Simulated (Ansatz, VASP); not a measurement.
Two plane-wave programs on AlN

POSCAR

```
AlN
1.0
    0.0000000000      2.1369722495      2.1369722495
    2.1369722495      0.0000000000      2.1369722495
    2.1369722495      2.1369722495      0.0000000000
Al N
1 1
Direct
    0.0000000000      0.0000000000      0.0000000000
    0.5000000000      0.5000000000      0.5000000000
```

The input INCAR.step1:

```
PREC = Accurate
ENCUT = 520
ISMEAR = 0
SIGMA = 0.01
LREAL = F
LASPH = T
NELM = 100
NBANDS = 11
GGA = PE
ALGO = Normal
EDIFF = 1E-4
LWAVE = T
LCHARG = F
```

INCAR.step2

```
PREC = Accurate
ENCUT = 520
EDIFF = 1E-7
ISMEAR = 0
SIGMA = 0.01
LREAL = F
LASPH = T
NELM = 100
ALGO = Normal
ISIF = 2
LWAVE = F
LCHARG = F
METAGGA = R2SCAN
LMIXTAU = T
NBANDS = 11
ISTART = 1
```

Contents of KPOINTS:

```
Automatic mesh
0
Gamma
  10 10 10
```

Input for Ansatz:

```yaml
crystal:
  lattice:
    - [0.0, 2.1369722495, 2.1369722495]
    - [2.1369722495, 0.0, 2.1369722495]
    - [2.1369722495, 2.1369722495, 0.0]
  atoms:
    - { symbol: Al, position: [0.0, 0.0, 0.0] }
    - { symbol: "N", position: [0.5, 0.5, 0.5] }
kpoints:
  mp_grid: { grid: [10, 10, 10] }
  band_path:
    path:
      - [0.0, 0.0, 0.0]
      - [0.5, 0.0, 0.5]
      - [0.625, 0.25, 0.625]
      - [0.375, 0.375, 0.75]
      - [0.5, 0.5, 0.5]
      - [0.5, 0.25, 0.75]
    npoints: 1
hamiltonian:
  xc: r2scan
scf:
  occupations: { method: fixed }
  n_extra_bands: 4
output:
  forces: true
  stress: true
  eigenvalues: true
```

Change from the starting cell: hydrostatic strain +5.8%.

Alike in both runs: task single point; functional r2SCAN; k mesh 10 × 10 × 10; no spin polarisation.

|  | VASP | Ansatz |
| --- | --- | --- |
| version | VASP 6.6.1 | Ansatz 0.2.0 |
| potentials or method | VASP PAW PBE potentials, release 64 (Al, N) | plane waves, PAW |
| plane-wave cutoff (eV) | 520 | 500 |
| occupations | gaussian, width 0.01 eV | fixed |
| valence electrons in the cell | 8 | 8 |

```tsv
	VASP	Ansatz	Ansatz less VASP
gap on the k mesh at the Fermi level (eV)	3.91	3.91	0.000
pressure (GPa)	-34.2	-33.6	+0.65
```

VASP's potentials were made for PBE, not for r2SCAN. Both programs put the cell under strong tension, so it lies far from rest at this level.

Noted on VASP's run: the cell as given lies far from equilibrium.
